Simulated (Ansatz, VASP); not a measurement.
Two plane-wave programs on Mg2B3

INCAR

```
PREC = Accurate ; ENCUT = 520
EDIFF = 1E-6 ; ISMEAR = 0
SIGMA = 0.1 ; LREAL = False
LASPH = True ; NELM = 60
ALGO = Normal ; ISIF = 2
LWAVE = False ; LCHARG = False
GGA = PE ; NBANDS = 24
```

KPOINTS

```
regular mesh
0
Gamma
  4 4 4
```

Contents of POSCAR:

```
Mg2B3
1.0
    4.5082050500      0.0000000000      0.0000000000
    0.0000000000      4.5082050500      0.0000000000
    0.0000000000      0.0000000000      4.5528875700
Mg B
4 6
Direct
    0.7381011700      0.2618988300      0.0000000000
    0.2618988300      0.7381011700      0.0000000000
    0.2618988300      0.2618988300      0.5000000000
    0.7381011700      0.7381011700      0.5000000000
    0.5000000000      0.0000000000      0.7500000000
    0.5000000000      0.0000000000      0.2500000000
    0.0000000000      0.5000000000      0.7500000000
    0.0000000000      0.5000000000      0.2500000000
    0.0000000000      0.0000000000      0.7500000000
    0.0000000000      0.0000000000      0.2500000000
```

Input for Ansatz:

```yaml
crystal:
  lattice:
    - [4.50820505, 0.0, 0.0]
    - [0.0, 4.50820505, 0.0]
    - [0.0, 0.0, 4.55288757]
  atoms:
    - { symbol: Mg, position: [0.73810117, 0.26189883, 0.0] }
    - { symbol: Mg, position: [0.26189883, 0.73810117, 0.0] }
    - { symbol: Mg, position: [0.26189883, 0.26189883, 0.5] }
    - { symbol: Mg, position: [0.73810117, 0.73810117, 0.5] }
    - { symbol: B, position: [0.5, 0.0, 0.75] }
    - { symbol: B, position: [0.5, 0.0, 0.25] }
    - { symbol: B, position: [0.0, 0.5, 0.75] }
    - { symbol: B, position: [0.0, 0.5, 0.25] }
    - { symbol: B, position: [0.0, 0.0, 0.75] }
    - { symbol: B, position: [0.0, 0.0, 0.25] }
basis:
  ecutwfc: 420
kpoints:
  mp_grid: { grid: [4, 4, 4] }
hamiltonian:
  xc: pbe
scf:
  occupations: { method: gaussian, width: 0.1 }
  lower_state_search: "off"
output:
  forces: true
  stress: true
  eigenvalues: true
```

Change from the starting cell: species swapped into the Ti2H3 type (P4_2/mcm, No. 132).

Alike in both runs: task single point; functional PBE; k mesh 4 × 4 × 4; occupations gaussian, width 0.1 eV; no spin polarisation.

|  | VASP | Ansatz |
| --- | --- | --- |
| version | VASP 6.6.1 | Ansatz 0.2.0 |
| potentials or method | VASP PAW PBE potentials, release 64 (Mg, B), cutoff 520 eV | scalar-relativistic, plane waves, PAW |
| valence electrons in the cell | 26 | 58 |

```csv
,VASP,Ansatz,Ansatz less VASP
gap on the k mesh at the Fermi level (eV),none,none,-
rms of the force components (eV/Å),1.765,1.734,-0.0311
```

Atom by atom the forces differ by 0.031 eV/Å (rms over components). A gap of «none» marks a metal or a gap that the smearing closes. The functional is the same, so the differences come from potentials, cutoffs and numerics. VASP's potentials hold 26 valence electrons a cell and Ansatz's 58, so a difference there can come from the potentials and not from the codes.
